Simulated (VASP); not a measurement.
# LiH (P1) in VASP: relaxation of cell and atoms with PBE

Aim: the relaxation of cell and atoms of LiH with PBE.

Program: VASP 6.6.1. These are calculated values, not measurements. Logs are shortened: lines on timing, memory, paths and dates and some standing lists are left out, and cuts for length are marked.

### Step 1. The cell of the first run

The typed cell holds 10 atoms: a = 2.871 Å, b = 2.802 Å, c = 11.791 Å, α = 89.26°, β = 91.58°, γ = 120.45°.

### Step 2. Relaxation of cell and atoms, PBE

INCAR reads:

```
ALGO = Normal
EDIFF = 1E-7
EDIFFG = -0.025
ENCUT = 750
GGA = PE
GGA_COMPAT = False
IBRION = 2
ISIF = 3
ISMEAR = 0
LASPH = True
LCHARG = False
LREAL = False
LWAVE = False
NELM = 120
NELMIN = 4
NSW = 80
PREC = Accurate
SIGMA = 0.1
```

KPOINTS reads:

```
k-points
0
Gamma
  6 6 1
```

POSCAR reads:

```
LiH
1.0
    2.8708878347      0.0090286698     -0.0390441123
   -1.4276248600      2.4114918341      0.0178818901
   -0.1643892645     -0.0079739790     11.7896998208
Li H
5 5
Direct
    0.0065643069      0.9992063920      0.7963493466
   -0.0004587554      0.0180961828     -0.0093679455
    0.0084059153      0.0230254443      0.2090463311
    0.3363205633      0.6640525228      0.4020700349
    0.6697559995      0.3211162791      0.5995489697
    0.3189228770      0.6620284795      0.6943132820
    0.6580251968      0.3282969780      0.8976978150
    0.3260821890      0.6576287533      0.1035598467
    0.6664051701      0.3128760204      0.3059705984
    0.0099765375      1.0136729477      0.5008117212
```

Potentials or basis: VASP PAW PBE potentials, release 64 (Li_sv, H).

The run is started by

```sh
$ cat potpaw_PBE.64/Li_sv/POTCAR potpaw_PBE.64/H/POTCAR > POTCAR
$ mpirun -np 1 vasp_std > vasp.out
```

OUTCAR:

```text
EDIFF = 1E-7
   EDIFFG = -0.025
   ENCUT = 750
   GGA = PE
   IBRION = 2
   ISIF = 3
   ISMEAR = 0
   LASPH = True
   LREAL = False
   NELM = 120
   NELMIN = 4
   NSW = 80
   PREC = Accurate

 ion  position               nearest neighbor table
   1  0.007  0.999  0.796-   2 2.29
   2  1.000  0.018  0.991-   1 2.29   3 2.57
   3  0.008  0.023  0.209-   2 2.57
   4  0.336  0.664  0.402-
   5  0.670  0.321  0.600-
   6  0.319  0.662  0.694-
   7  0.658  0.328  0.898-
   8  0.326  0.658  0.104-
   9  0.666  0.313  0.306-
  10  0.010  0.014  0.501-

  LATTYP: Found a triclinic cell.
 ALAT       =     2.8711675185
 B/A-ratio  =     0.9760663106
 C/A-ratio  =     4.1066390114
 COS(alpha) =     0.0129006370
 COS(beta)  =     0.0275402384
 COS(gamma) =     0.5067515377

  Lattice vectors:

 A1 = (   2.8708878347,   0.0090286698,  -0.0390441123)
 A2 = (   1.4276248600,  -2.4114918341,  -0.0178818901)
 A3 = (   0.1643892645,   0.0079739790, -11.7896998208)

Analysis of symmetry for initial positions (statically):
=====================================================================
 Subroutine PRICEL returns:
 Original cell was already a primitive cell.

 Routine SETGRP: Setting up the symmetry group for a
 triclinic supercell.

 Subroutine GETGRP returns: Found  1 space group operations
 (whereof  1 operations were pure point group operations)
 out of a pool of  2 trial point group operations.

The static configuration has the point symmetry C_1 .

Analysis of symmetry for dynamics (positions and initial velocities):
=====================================================================
 Subroutine PRICEL returns:
 Original cell was already a primitive cell.

 Routine SETGRP: Setting up the symmetry group for a
 triclinic supercell.

 Subroutine GETGRP returns: Found  1 space group operations
 (whereof  1 operations were pure point group operations)
 out of a pool of  2 trial point group operations.

The dynamic configuration has the point symmetry C_1 .

 Subroutine INISYM returns: Found  1 space group operations
 (whereof  1 operations are pure point group operations),
 and found     1 'primitive' translations

----------------------------------------------------------------------------------------

                                     Primitive cell

  volume of cell :      81.7580

  direct lattice vectors                    reciprocal lattice vectors
     2.870887835  0.009028670 -0.039044112     0.347744819  0.205831074  0.004987982
    -1.427624860  2.411491834  0.017881890    -0.001298148  0.413910607  0.000261848
    -0.164389264 -0.007973979 11.789699821     0.001153600  0.000053860  0.084835923

  length of vectors
     2.871167518  2.802449887 11.790848539     0.404125933  0.413912725  0.084843783

  position of ions in fractional coordinates (direct lattice)
     0.006564307  0.999206392  0.796349347
     0.999541245  0.018096183  0.990632054
     0.008405915  0.023025444  0.209046331
     0.336320563  0.664052523  0.402070035
     0.669755999  0.321116279  0.599548970
     0.318922877  0.662028480  0.694313282
     0.658025197  0.328296978  0.897697815
     0.326082189  0.657628753  0.103559847
     0.666405170  0.312876020  0.305970598
     0.009976538  0.013672948  0.500811721

  ion indices of the primitive-cell ions
   primitive index   ion index
                 1           1
                 2           2
                 3           3
                 4           4
                 5           5
                 6           6
                 7           7
                 8           8
                 9           9
                10          10

----------------------------------------------------------------------------------------

 KPOINTS: k-points

Automatic generation of k-mesh.
 Grid dimensions read from file:
 generate k-points for:    6    6    1

 Generating k-lattice:

  Cartesian coordinates                     Fractional coordinates (reciprocal lattice)
     0.057957470  0.034305179  0.000831330     0.166666667 -0.000000000 -0.000000000
    -0.000216358  0.068985101  0.000043641     0.000000000  0.166666667  0.000000000
     0.001153600  0.000053860  0.084835923     0.000000000  0.000000000  1.000000000

  Length of vectors
     0.067354322  0.068985454  0.084843783

  Shift w.r.t. Gamma in fractional coordinates (k-lattice)
     0.000000000  0.000000000  0.000000000

 Subroutine IBZKPT returns following result:
 ===========================================

 Found     20 irreducible k-points:

 Following reciprocal coordinates:
            Coordinates               Weight
  0.000000  0.000000  0.000000      1.000000
  0.166667  0.000000  0.000000      2.000000
  0.333333  0.000000  0.000000      2.000000
  0.500000  0.000000  0.000000      1.000000
 -0.000000  0.166667  0.000000      2.000000
  0.166667  0.166667  0.000000      2.000000
[... 12 lines left out ...]
  0.333333  0.500000  0.000000      2.000000
  0.500000  0.500000 -0.000000      1.000000
   k-points           NKPTS =     20   k-points in BZ     NKDIM =     20   number of bands    NBANDS=     16
   number of dos      NEDOS =    301   number of ions     NIONS =     10
   total plane-waves  NPLWV =  84672
   dimension x,y,z NGX =    28 NGY =   28 NGZ =  108
   dimension x,y,z NGXF=    56 NGYF=   56 NGZF=  216
   ions per type =               5   5
   NGX,Y,Z   is equivalent  to a cutoff of  16.21, 16.61, 15.23 a.u.
   NGXF,Y,Z  is equivalent  to a cutoff of  32.43, 33.22, 30.46 a.u.
 SYSTEM =  unknown system
   PREC   = accura    normal or accurate (medium, high low for compatibility)
   ISTART =      0    job   : 0-new  1-cont  2-samecut
   ICHARG =      2    charge: 1-file 2-atom 10-const
   ISPIN  =      1    spin polarized calculation?
   LNONCOLLINEAR =      F non collinear calculations
   LSORBIT =      F    spin-orbit coupling
   LASPH  =      T    aspherical Exc in radial PAW
   ENCUT  =  750.0 eV  55.12 Ry    7.42 a.u.   6.41  6.26 26.33*2*pi/ulx,y,z
   NELM   =    120;   NELMIN=  4; NELMDL= -5     # of ELM steps
   EDIFF  = 0.1E-06   stopping-criterion for ELM
   LREAL  =      F    real-space projection
   EDIFFG = -.3E-01   stopping-criterion for IOM
   NSW    =     80    number of steps for IOM
   IBRION =      2    ionic relax: 0-MD 1-quasi-New 2-CG
   NFREE  =      1    steps in history (QN), initial steepest desc. (CG)
   ISIF   =      3    stress and relaxation
   ISYM   =      2    0-nonsym 1-usesym 2-fastsym
   POTIM  = 0.5000    time-step for ionic-motion
   TEBEG  =    0.0;   TEEND  =   0.0 temperature during run
   PSTRESS=    0.0 pullay stress
   NELECT =      20.0000    total number of electrons
   NUPDOWN=      -1.0000    fix difference up-down
   EMIN   =  10.00;   EMAX   =-10.00  energy-range for DOS
   EFERMI =   0.00;   METHOD = LEGACY
   ISMEAR =     0;   SIGMA  =   0.10  broadening in eV -4-tet -1-fermi 0-gaus
   EFERMI_NEDOS =   21; number of points for ismear=-14 and -15
   IALGO  =     38    algorithm
   IMIX   =      4    mixing-type and parameters
     AMIX     =   0.40;   BMIX     =  1.00
     AMIX_MAG =   1.60;   BMIX_MAG =  1.00
  volume/ion in A,a.u.               =       8.18        55.17
  Fermi-wavevector in a.u.,A,eV,Ry     =   1.023862  1.934819 14.262901  1.048294
  Thomas-Fermi vector in A             =   2.157618
   LORBIT       =      0    0 simple, 1 ext, 2 COOP (PROOUT), +10 PAW based schemes
   GGA     = PE    functional components
   LHFCALC =     F    Hartree Fock is set to
   AEXX    =    0.0000 exact exchange contribution
   IVDW    =     0    specifies the selected vdW correction
   LEPSILON=     F    determine dielectric tensor
   LRPA    =     F    only Hartree local field effects (RPA)
 conjugate gradient relaxation of ions
 non-spin polarized calculation
 Gauss-broadening in eV      SIGMA  =   0.10
  energy-cutoff  :      750.00
  volume of cell :       81.76
 maximum number of plane-waves:      3842
 NGX is ok and might be reduce to    28
   NGX = 13   NGY = 13   NGZ = 53

--------------------------------------- Ionic step        1  -------------------------------------------

 number of electron      20.0000000 magnetization

 Free energy of the ion-electron system (eV)
  ---------------------------------------------------
  ext. energy  EPLUGINS =         0.00000000
  ---------------------------------------------------
  free energy    TOTEN  =       -30.33631972 eV

  energy without entropy =      -30.33631972  energy(sigma->0) =      -30.33631972

------------------------ aborting loop because EDIFF is reached ----------------------------------------

  FORCE on cell =-STRESS in cart. coord.  units (eV):
  Direction    XX          YY          ZZ          XY          YZ          ZX
  --------------------------------------------------------------------------------------
  -------------------------------------------------------------------------------------
  Total       -0.9528079      0.2142798      0.2811865     -0.2153130      0.0899925      0.4234158
  in kB      -18.6717862      4.1991538      5.5102972     -4.2194010      1.7635455      8.2975056
  external PRESSURE =      -2.9874451 kB  Pullay stress =       0.0000000 kB
[... 249 lines left out ...]
  energy  without entropy=      -30.4249270907  energy(sigma->0) =      -30.42492709

--------------------------------------- Ionic step        7  -------------------------------------------

 number of electron      19.9999999 magnetization

 Free energy of the ion-electron system (eV)
  ---------------------------------------------------
  ext. energy  EPLUGINS =         0.00000000
  ---------------------------------------------------
  free energy    TOTEN  =       -30.42588820 eV

  energy without entropy =      -30.42588820  energy(sigma->0) =      -30.42588820

 E-fermi :   0.5802     XC(G=0):  -8.5085

 val. band max:        0.0543108781   @ k =   0.5000   0.0000   0.0000
 cond. band min:       3.5226183899   @ k =   0.5000   0.5000  -0.0000
 fundamental gap:      3.4683075117
 Fermi energy:         0.5802014184

 k-point     1 :       0.0000    0.0000    0.0000
  band No.  band energies     occupation
      1     -44.3048      2.00000
      2     -44.2469      2.00000
      3     -44.2361      2.00000
      4     -44.2056      2.00000
      5     -44.1788      2.00000
      6      -5.3765      2.00000
[... 8 lines left out ...]
     15      14.2486      0.00000
     16      14.4100      0.00000
[... 396 lines left out ...]
  FREE ENERGIE OF THE ION-ELECTRON SYSTEM (eV)
  ---------------------------------------------------
  free  energy   TOTEN  =       -30.4258882038 eV

  energy  without entropy=      -30.4258882038  energy(sigma->0) =      -30.42588820

 reached required accuracy - stopping structural energy minimisation
```

Run time: 6.7 min. Hardware: 1 thread of Intel Xeon 8259CL, shared host; peak memory 0.28 GiB.

Results:

| Quantity | Value |
| --- | --- |
| Free energy | -30.4259 eV |
| Relaxed volume | 8.05 Å³/atom |
| Relaxed cell | a = 2.802 Å, b = 2.810 Å, c = 11.812 Å, α = 89.84°, β = 90.06°, γ = 120.01° |
| Space group after relaxing (to 0.1 Å) | P-3m1 (No. 164) |
| Energy gained by relaxing | 9.0 meV/atom |
| Ionic steps | 7 |
| Pressure after relaxing | 0.1 GPa |
| Largest force after relaxing | 0.023 eV/Å |
| Band gap on the k mesh | 3.47 eV (least direct gap 3.49 eV) |

Forces on the atoms (eV/Å):
```
Li  -0.012  0.002 -0.002
Li   0.002 -0.010  0.014
Li   0.011 -0.018  0.009
Li  -0.009  0.003 -0.008
Li  -0.005  0.006  0.001
H    0.015 -0.001  0.000
H    0.009  0.000  0.010
H    0.000  0.010 -0.002
H   -0.009  0.017 -0.002
H   -0.002 -0.008 -0.018
```

Step by step:
| step | energy change (eV) | largest force (eV/Å) | pressure (GPa) | volume (Å³) |
| --- | --- | --- | --- | --- |
| 1 | 0.0000 | 0.7792 | -0.30 | 81.76 |
| 2 | -0.0463 | 0.4735 | -0.29 | 81.58 |
| 3 | -0.0774 | 0.0986 | -0.22 | 81.26 |
| 4 | -0.0820 | 0.0822 | -0.15 | 81.07 |
| 5 | -0.0886 | 0.0378 | 0.08 | 80.50 |
| 6 | -0.0886 | 0.0349 | 0.10 | 80.45 |
| 7 | -0.0896 | 0.0229 | 0.06 | 80.54 |

Final structure:
```yaml
crystal:
  lattice:
    - [2.80157, -0.00285, -0.00164]
    - [-1.40306, 2.43508, 0.00393]
    - [-0.00555, 0.01571, 11.81242]
  atoms:
    - { symbol: Li, position: [0.00119, 0.99511, 0.79270] }
    - { symbol: Li, position: [0.99665, 0.00885, 0.99943] }
    - { symbol: Li, position: [0.00111, 0.00504, 0.20678] }
    - { symbol: Li, position: [0.33712, 0.66467, 0.40271] }
    - { symbol: Li, position: [0.66792, 0.32927, 0.59794] }
    - { symbol: H, position: [0.33119, 0.66366, 0.69551] }
    - { symbol: H, position: [0.66275, 0.33458, 0.89609] }
    - { symbol: H, position: [0.33106, 0.66887, 0.10321] }
    - { symbol: H, position: [0.66824, 0.33089, 0.30483] }
    - { symbol: H, position: [0.00277, 0.99906, 0.50079] }
```

Levels at points of the mesh, in eV from the valence-band top:
```tsv
k point	band 6	band 7	band 8	band 9	band 10	band 11	band 12	band 13	band 14	band 15
(0.00, 0.00, 0.00)	-5.43	-4.78	-4.69	-3.22	-3.19	5.50	5.70	10.74	10.78	14.19
(0.50, 0.00, 0.00)	-2.49	-2.32	-1.20	-1.19	0.00	3.50	4.52	4.57	5.27	5.59
(0.00, 0.50, 0.00)	-2.52	-2.34	-1.23	-1.21	-0.02	3.48	4.49	4.53	5.23	5.55
(0.50, 0.50, 0.00)	-2.50	-2.33	-1.21	-1.20	-0.02	3.47	4.50	4.56	5.27	5.57
```

Caveat: the k points lie up to 0.53 Å⁻¹ apart in the final cell; an odd mesh through Γ misses points on the zone boundary, where band edges can lie.
